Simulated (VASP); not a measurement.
# Li (C2) in VASP: a series of runs

Li is run at these levels: PBE; tasks: relaxation of cell and atoms, single point.

Program: VASP 6.6.1. These are calculated values, not measurements. Logs are shortened: lines on timing, memory, paths and dates and some standing lists are left out, and cuts for length are marked.

**1. The cell of the first run**

The structure is monoclinic, space group C2 (No. 5). Conventional cell: a = 9.111 Å, b = 5.232 Å, c = 9.969 Å, α = 90.00°, β = 113.56°, γ = 90.00°. Within 3.6 Å of Li (site symmetry 1) lie 6 Li at 2.60 to 3.52 Å. Within 3.6 Å of Li (site symmetry 1) lie 6 Li at 2.58 to 3.52 Å. Li (site symmetry 2) has 6 Li at 2.58 to 2.66 Å within 3.4 Å. Within 3.4 Å of Li (site symmetry 1) lie 6 Li at 2.58 to 2.66 Å. Within 3.4 Å of Li (site symmetry 2) lie 6 Li at 2.60 to 2.72 Å.

The cell was generated, and may not be a known phase.

**2. Relaxation of cell and atoms, PBE**

Contents of INCAR:

```
ALGO = Normal
EDIFF = 1E-6
EDIFFG = -0.04
ENCUT = 600
GGA = PE
IBRION = 2
ISIF = 3
ISMEAR = 0
LASPH = True
LCHARG = False
LREAL = False
LWAVE = False
NELM = 100
NSW = 90
PREC = Accurate
SIGMA = 0.1
```

Contents of KPOINTS:

```
k-points
0
Gamma
  4 4 2
```

Contents of POSCAR:

```
Li
1.0
    4.5557215200     -2.6158386800      0.0000000000
    4.5557215200      2.6158386800      0.0000000000
   -3.9842507500      0.0000000000      9.1380540700
Li
8
Direct
    0.4733890000      0.0069690300      0.9595650000
    0.7789220200      0.6919120300      0.2715819900
    0.9930309700      0.5266110000      0.0404350000
    0.3080879700      0.2210779800      0.7284180100
    0.9932559700      0.0067440300      0.5000000000
    0.0090980000      0.5021630200      0.5129289900
    0.4978369800      0.9909020000      0.4870710100
    0.4804429900      0.5195570100      0.0000000000
```

Potentials or basis: VASP PAW PBE potentials, release 64 (Li_sv).

On the command line:

```sh
> cat potpaw_PBE.64/Li_sv/POTCAR > POTCAR
> mpirun -np 1 vasp_std > vasp.out
```

OUTCAR:

```text
EDIFF = 1E-6
   EDIFFG = -0.04
   ENCUT = 600
   GGA = PE
   IBRION = 2
   ISIF = 3
   ISMEAR = 0
   LASPH = True
   LREAL = False
   NELM = 100
   NSW = 90
   PREC = Accurate

 ion  position               nearest neighbor table
   1  0.473  0.007  0.960-   8 2.60   4 2.60
   2  0.779  0.692  0.272-   6 2.58   5 2.58   3 2.60
   3  0.993  0.527  0.040-   8 2.60   2 2.60
   4  0.308  0.221  0.728-   7 2.58   5 2.58   1 2.60
   5  0.993  0.007  0.500-   2 2.58   4 2.58   6 2.60   7 2.60
   6  0.009  0.502  0.513-   2 2.58   5 2.60
   7  0.498  0.991  0.487-   4 2.58   5 2.60
   8  0.480  0.520  0.000-   3 2.60   1 2.60

  LATTYP: Found a base centered monoclinic cell.
 ALAT       =     9.1114430400
 B/A-ratio  =     0.5741875724
 C/A-ratio  =     1.0941039527
 COS(beta)  =    -0.3996694120

  Lattice vectors:

 A1 = (   4.5557215200,  -2.6158386800,   0.0000000000)
 A2 = (   4.5557215200,   2.6158386800,   0.0000000000)
 A3 = (  -3.9842507500,   0.0000000000,   9.1380540700)

Analysis of symmetry for initial positions (statically):
=====================================================================
 Subroutine PRICEL returns:
 Original cell was already a primitive cell.

 Routine SETGRP: Setting up the symmetry group for a
 base centered monoclinic supercell.

 Subroutine GETGRP returns: Found  2 space group operations
 (whereof  2 operations were pure point group operations)
 out of a pool of  4 trial point group operations.

The static configuration has the point symmetry C_2 .

Analysis of symmetry for dynamics (positions and initial velocities):
=====================================================================
 Subroutine PRICEL returns:
 Original cell was already a primitive cell.

 Routine SETGRP: Setting up the symmetry group for a
 base centered monoclinic supercell.

 Subroutine GETGRP returns: Found  2 space group operations
 (whereof  2 operations were pure point group operations)
 out of a pool of  4 trial point group operations.

The dynamic configuration has the point symmetry C_2 .

 Subroutine INISYM returns: Found  2 space group operations
 (whereof  2 operations are pure point group operations),
 and found     1 'primitive' translations

----------------------------------------------------------------------------------------

                                     Primitive cell

  volume of cell :     217.7970

  direct lattice vectors                    reciprocal lattice vectors
     4.555721520 -2.615838680  0.000000000     0.109752099 -0.191143286  0.047852626
     4.555721520  2.615838680  0.000000000     0.109752099  0.191143286  0.047852626
    -3.984250750  0.000000000  9.138054070     0.000000000  0.000000000  0.109432489

  length of vectors
     5.253304728  5.253304728  9.968865844     0.225546343  0.225546343  0.109432489

  position of ions in fractional coordinates (direct lattice)
     0.473389000  0.006969030  0.959565000
     0.778922020  0.691912030  0.271581990
     0.993030970  0.526611000  0.040435000
     0.308087970  0.221077980  0.728418010
     0.993255970  0.006744030  0.500000000
     0.009098000  0.502163020  0.512928990
     0.497836980  0.990902000  0.487071010
     0.480442990  0.519557010  0.000000000

  ion indices of the primitive-cell ions
   primitive index   ion index
                 1           1
                 2           2
                 3           3
                 4           4
                 5           5
                 6           6
                 7           7
                 8           8

----------------------------------------------------------------------------------------

 KPOINTS: k-points

Automatic generation of k-mesh.
 Grid dimensions read from file:
 generate k-points for:    4    4    2

 Generating k-lattice:

  Cartesian coordinates                     Fractional coordinates (reciprocal lattice)
     0.027438025 -0.047785821  0.011963156     0.250000000  0.000000000  0.000000000
     0.027438025  0.047785821  0.011963156     0.000000000  0.250000000  0.000000000
     0.000000000  0.000000000  0.054716244     0.000000000  0.000000000  0.500000000

  Length of vectors
     0.056386586  0.056386586  0.054716244

  Shift w.r.t. Gamma in fractional coordinates (k-lattice)
     0.000000000  0.000000000  0.000000000

 Subroutine IBZKPT returns following result:
 ===========================================

 Found     14 irreducible k-points:

 Following reciprocal coordinates:
            Coordinates               Weight
  0.000000  0.000000  0.000000      1.000000
  0.250000  0.000000  0.000000      4.000000
  0.500000  0.000000  0.000000      2.000000
  0.250000  0.250000  0.000000      2.000000
  0.500000  0.250000  0.000000      4.000000
 -0.250000  0.250000  0.000000      2.000000
  0.500000  0.500000  0.000000      1.000000
  0.000000  0.000000  0.500000      1.000000
  0.250000  0.000000  0.500000      4.000000
  0.500000  0.000000  0.500000      2.000000
  0.250000  0.250000  0.500000      2.000000
  0.500000  0.250000  0.500000      4.000000
 -0.250000  0.250000  0.500000      2.000000
  0.500000  0.500000  0.500000      1.000000
   k-points           NKPTS =     14   k-points in BZ     NKDIM =     14   number of bands    NBANDS=     17
   number of dos      NEDOS =    301   number of ions     NIONS =      8
   total plane-waves  NPLWV = 141120
   dimension x,y,z NGX =    42 NGY =   42 NGZ =   80
   dimension x,y,z NGXF=    84 NGYF=   84 NGZF=  160
   ions per type =               8
   NGX,Y,Z   is equivalent  to a cutoff of  13.29, 13.29, 13.34 a.u.
   NGXF,Y,Z  is equivalent  to a cutoff of  26.58, 26.58, 26.68 a.u.
 SYSTEM =  unknown system
   PREC   = accura    normal or accurate (medium, high low for compatibility)
   ISTART =      0    job   : 0-new  1-cont  2-samecut
   ICHARG =      2    charge: 1-file 2-atom 10-const
   ISPIN  =      1    spin polarized calculation?
   LNONCOLLINEAR =      F non collinear calculations
   LSORBIT =      F    spin-orbit coupling
   LASPH  =      T    aspherical Exc in radial PAW
   ENCUT  =  600.0 eV  44.10 Ry    6.64 a.u.  10.49 10.49 19.91*2*pi/ulx,y,z
   NELM   =    100;   NELMIN=  2; NELMDL= -5     # of ELM steps
   EDIFF  = 0.1E-05   stopping-criterion for ELM
   LREAL  =      F    real-space projection
   EDIFFG = -.4E-01   stopping-criterion for IOM
   NSW    =     90    number of steps for IOM
   IBRION =      2    ionic relax: 0-MD 1-quasi-New 2-CG
   NFREE  =      1    steps in history (QN), initial steepest desc. (CG)
   ISIF   =      3    stress and relaxation
   ISYM   =      2    0-nonsym 1-usesym 2-fastsym
   POTIM  = 0.5000    time-step for ionic-motion
   TEBEG  =    0.0;   TEEND  =   0.0 temperature during run
   PSTRESS=    0.0 pullay stress
   NELECT =      24.0000    total number of electrons
   NUPDOWN=      -1.0000    fix difference up-down
   EMIN   =  10.00;   EMAX   =-10.00  energy-range for DOS
   EFERMI =   0.00;   METHOD = LEGACY
   ISMEAR =     0;   SIGMA  =   0.10  broadening in eV -4-tet -1-fermi 0-gaus
   EFERMI_NEDOS =   21; number of points for ismear=-14 and -15
   IALGO  =     38    algorithm
   IMIX   =      4    mixing-type and parameters
     AMIX     =   0.40;   BMIX     =  1.00
     AMIX_MAG =   1.60;   BMIX_MAG =  1.00
  volume/ion in A,a.u.               =      27.22       183.72
  Fermi-wavevector in a.u.,A,eV,Ry     =   0.784864  1.483179  8.381354  0.616012
  Thomas-Fermi vector in A             =   1.889084
   LORBIT       =      0    0 simple, 1 ext, 2 COOP (PROOUT), +10 PAW based schemes
   GGA     = PE    functional components
   LHFCALC =     F    Hartree Fock is set to
   AEXX    =    0.0000 exact exchange contribution
   IVDW    =     0    specifies the selected vdW correction
   LEPSILON=     F    determine dielectric tensor
   LRPA    =     F    only Hartree local field effects (RPA)
 conjugate gradient relaxation of ions
 non-spin polarized calculation
 Gauss-broadening in eV      SIGMA  =   0.10
  energy-cutoff  :      600.00
  volume of cell :      217.80
 maximum number of plane-waves:      7297
 NGX is ok and might be reduce to    42
   NGX = 21   NGY = 21   NGZ = 39

--------------------------------------- Ionic step        1  -------------------------------------------

 number of electron      23.9999994 magnetization

 Free energy of the ion-electron system (eV)
  ---------------------------------------------------
  ext. energy  EPLUGINS =         0.00000000
  ---------------------------------------------------
  free energy    TOTEN  =       -10.84835364 eV

  energy without entropy =      -10.81732006  energy(sigma->0) =      -10.83283685

------------------------ aborting loop because EDIFF is reached ----------------------------------------

  FORCE on cell =-STRESS in cart. coord.  units (eV):
  Direction    XX          YY          ZZ          XY          YZ          ZX
  --------------------------------------------------------------------------------------
  -------------------------------------------------------------------------------------
  Total        4.3050585      3.4744821      3.8875649      0.0000000      0.0000000     -0.3387548
  in kB       31.6692512     25.5592915     28.5980480      0.0000000      0.0000000     -2.4919776
  external PRESSURE =      28.6088635 kB  Pullay stress =       0.0000000 kB
[... 107 lines left out ...]
  FREE ENERGIE OF THE ION-ELECTRON SYSTEM (eV)
  ---------------------------------------------------
  free  energy   TOTEN  =       -11.5494997861 eV

  energy  without entropy=      -11.5133926986  energy(sigma->0) =      -11.53144624

 E-fermi :  -0.0251     XC(G=0):  -6.4578

 val. band max:       -0.0638736331   @ k =   0.2500   0.2500   0.0000
 cond. band min:      -0.0162259071   @ k =   0.5000   0.0000   0.0000
 fundamental gap:      0.0476477260
 Fermi energy:        -0.0250956993

 k-point     1 :       0.0000    0.0000    0.0000
  band No.  band energies     occupation
      1     -47.2595      2.00000
      2     -47.2586      2.00000
      3     -47.0604      2.00000
      4     -47.0601      2.00000
      5     -47.0467      2.00000
      6     -47.0467      2.00000
[... 257 lines left out ...]
      4     -47.0601      2.00000
      5     -47.0466      2.00000
      6     -47.0459      2.00000
[... 9 lines left out ...]
     16       1.3756      0.00000
     17       1.6191      0.00000

[... ionic steps 4 to 55 ...]

--------------------------------------- Ionic step       56  -------------------------------------------

 number of electron      23.9999991 magnetization

------------------------ aborting loop because EDIFF is reached ----------------------------------------
[... 79 lines left out ...]
--------------------------------------- Ionic step       58  -------------------------------------------

 number of electron      23.9999999 magnetization

 Free energy of the ion-electron system (eV)
  ---------------------------------------------------
  ext. energy  EPLUGINS =         0.00000000
  ---------------------------------------------------
  free energy    TOTEN  =       -15.33582224 eV

  energy without entropy =      -15.31563041  energy(sigma->0) =      -15.32572632

 E-fermi :   0.6083     XC(G=0):  -7.0673

 val. band max:        0.5966042465   @ k =   0.2500   0.0000   0.0000
 cond. band min:       0.6546376006   @ k =   0.5000   0.5000   0.0000
 fundamental gap:      0.0580333541
 Fermi energy:         0.6083395098

 k-point     1 :       0.0000    0.0000    0.0000
  band No.  band energies     occupation
      1     -45.8700      2.00000
      2     -45.8544      2.00000
      3     -45.8526      2.00000
      4     -45.8482      2.00000
      5     -45.8477      2.00000
      6     -45.8447      2.00000
[... 304 lines left out ...]
  FREE ENERGIE OF THE ION-ELECTRON SYSTEM (eV)
  ---------------------------------------------------
  free  energy   TOTEN  =       -15.3358222439 eV

  energy  without entropy=      -15.3156304053  energy(sigma->0) =      -15.32572632

 reached required accuracy - stopping structural energy minimisation
```

Wall time 31 min (1 thread of Intel Xeon 6975P-C (Granite Rapids), shared host); peak memory 0.4 GiB.

Results:

- Free energy: -15.3358 eV
- Relaxed volume: 20.08 Å³/atom
- Relaxed cell: a = 4.945 Å, b = 4.945 Å, c = 8.141 Å, α = 108.81°, β = 108.81°, γ = 60.44°
- Space group after relaxing (to 0.1 Å): R-3m (No. 166)
- Energy gained by relaxing: 560.9 meV/atom
- Ionic steps: 58
- Pressure after relaxing: 0.0 GPa
- Largest force after relaxing: 0.030 eV/Å
- Band gap on the k mesh: zero (bands 12 and 13 overlap by 2.81 eV)

Forces in eV/Å, atoms in the order of the input:
```
Li   0.029 -0.005  0.007
Li   0.011  0.013 -0.018
Li  -0.029 -0.005 -0.007
Li  -0.011  0.013  0.018
Li   0.000 -0.025  0.000
Li  -0.012  0.001 -0.017
Li   0.012  0.001  0.017
Li   0.000  0.005  0.000
```

Stress tensor (GPa, compression positive):
```
-0.10  0.00  0.07
 0.00 -0.13  0.00
 0.07  0.00  0.18
```

The path:
| step | energy change (eV) | largest force (eV/Å) | pressure (GPa) | volume (Å³) |
| --- | --- | --- | --- | --- |
| 1 | 0.0000 | 0.5071 | 2.86 | 217.80 |
| 3 | -0.7011 | 0.1805 | 0.12 | 284.98 |
| 5 | -0.7174 | 0.1630 | -0.09 | 291.57 |
| 7 | -0.7828 | 0.1464 | 0.03 | 283.20 |
| 9 | -0.7958 | 0.2066 | 0.11 | 277.58 |
| 11 | -0.8573 | 0.2534 | 0.05 | 277.28 |
| 13 | -1.0758 | 0.6728 | -0.36 | 274.84 |
| 15 | -1.1431 | 0.7633 | -0.44 | 272.41 |
| 17 | -1.3377 | 1.2604 | -0.85 | 261.07 |
| 19 | -1.6371 | 1.3607 | -1.05 | 250.24 |
| 21 | -2.1386 | 1.6745 | -0.81 | 203.33 |
| 23 | -2.2805 | 1.5643 | -1.17 | 213.57 |
| 25 | -3.0086 | 1.0748 | -0.12 | 180.11 |
| 27 | -3.2660 | 0.7854 | -0.53 | 183.20 |
| 29 | -3.5395 | 0.6441 | 0.52 | 163.32 |
| 31 | -3.9381 | 0.4012 | -0.05 | 166.05 |
| 33 | -4.0302 | 0.3302 | 0.63 | 157.80 |
| 35 | -4.0918 | 0.0983 | -0.19 | 166.87 |
| 37 | -4.1147 | 0.0887 | 0.16 | 162.16 |
| 39 | -4.1455 | 0.1240 | -0.25 | 166.80 |
| 41 | -4.1481 | 0.1512 | -0.35 | 168.03 |
| 43 | -4.1671 | 0.1669 | -0.36 | 168.02 |
| 45 | -4.2283 | 0.3011 | -0.34 | 167.70 |
| 47 | -4.2326 | 0.3595 | -0.31 | 167.51 |
| 49 | -4.2903 | 0.4187 | -0.22 | 166.07 |
| 51 | -4.3155 | 0.4848 | -0.12 | 164.62 |
| 53 | -4.4094 | 0.3021 | -0.13 | 163.18 |
| 55 | -4.4702 | 0.0686 | 0.00 | 160.75 |
| 57 | -4.4836 | 0.0518 | 0.01 | 160.44 |
| 58 | -4.4875 | 0.0303 | -0.02 | 160.64 |

Final structure:
```
Li
1.0
     4.26434   -2.48879    0.26743
     4.26434    2.48879    0.26743
    -3.50526    0.00000    7.34817
Li
8
Direct
  0.62474 0.11462 0.12328
  0.00161 0.49007 0.25285
  0.88538 0.37526 0.87672
  0.50993 0.99839 0.74715
  0.74984 0.25016 0.50000
  0.13284 0.62656 0.62746
  0.37344 0.86716 0.37254
  0.25628 0.74372 0.00000
```

Levels at points of the mesh, in eV from the Fermi level:
```tsv
k point	band 10	band 11	band 12	band 13	band 14	band 15
(0.00, 0.00, 0.00)	-1.59	-1.58	2.34	2.35	2.39	2.40
(0.50, 0.00, 0.00)	-1.96	-0.74	-0.72	0.71	0.75	0.75
(0.50, 0.50, 0.00)	-1.76	-1.15	-1.15	0.05	0.64	2.62
(0.00, 0.00, 0.50)	-3.05	0.77	0.85	2.12	2.13	2.19
(0.50, 0.00, 0.50)	-1.82	-1.08	-1.08	0.10	0.44	2.62
(0.50, 0.50, 0.50)	-1.96	-0.62	-0.57	0.58	0.61	0.69
```

Caveat: the cutoff is under 1.25 times the usual one of these potentials, so pressure, stress and relaxed cells hold a basis-set (Pulay) error; the volume moved by over 15 % at a fixed basis, so the end points are rough.

**3. Single point, PBE**

Contents of INCAR:

```
  PREC = Accurate
  ENCUT = 520
  EDIFF = 1E-7
  ISMEAR = 0
  SIGMA = 0.1
  LREAL = False
  LASPH = True
  NELM = 100
  ALGO = Normal
  ISIF = 2
  LWAVE = False
  LCHARG = False
  GGA = PE
  NBANDS = 22
```

Contents of KPOINTS:

```
Automatic mesh
0
Gamma
  4 4 2
```

POSCAR is that of step 2.

Potentials or basis: VASP PAW PBE potentials, release 64 (Li_sv).

On the command line:

```sh
> cat potpaw_PBE.64/Li_sv/POTCAR > POTCAR
> mpirun -np 1 vasp_std > vasp.out
```

Run time: 92 s. Hardware: 1 thread of Oxide Virtual Turin-like, shared host; peak memory 0.29 GiB.

Results (log left out):

- Free energy: -10.8478 eV
- Largest force: 0.507 eV/Å
- Band gap on the k mesh: zero (bands 12 and 13 overlap by 0.47 eV)

Forces in eV/Å, atoms in the order of the input:
```
Li  -0.324 -0.352  0.167
Li  -0.103  0.070 -0.488
Li   0.324 -0.352 -0.167
Li   0.103  0.070  0.488
Li   0.000  0.066  0.000
Li   0.092  0.117  0.252
Li  -0.092  0.117 -0.252
Li   0.000  0.265  0.000
```

Levels at points of the mesh, in eV from the Fermi level:
```tsv
k point	band 10	band 11	band 12	band 13	band 14	band 15
(0.00, 0.00, 0.00)	-1.65	-1.39	0.37	0.88	1.92	2.30
(0.50, 0.00, 0.00)	-1.45	-0.79	-0.67	0.23	0.43	1.26
(0.50, 0.50, 0.00)	-1.25	-1.14	-1.12	0.68	1.05	1.14
(0.00, 0.00, 0.50)	-2.53	-0.11	-0.06	0.95	1.07	2.42
(0.50, 0.00, 0.50)	-1.33	-0.94	-0.83	0.73	0.80	0.95
(0.50, 0.50, 0.50)	-1.50	-0.62	-0.50	0.12	0.18	1.26
```

Caveat: the cutoff is under 1.25 times the usual one of these potentials, so pressure, stress and relaxed cells hold a basis-set (Pulay) error.

The gap in the log of VASP goes by the Fermi energy; the results here count the filled bands.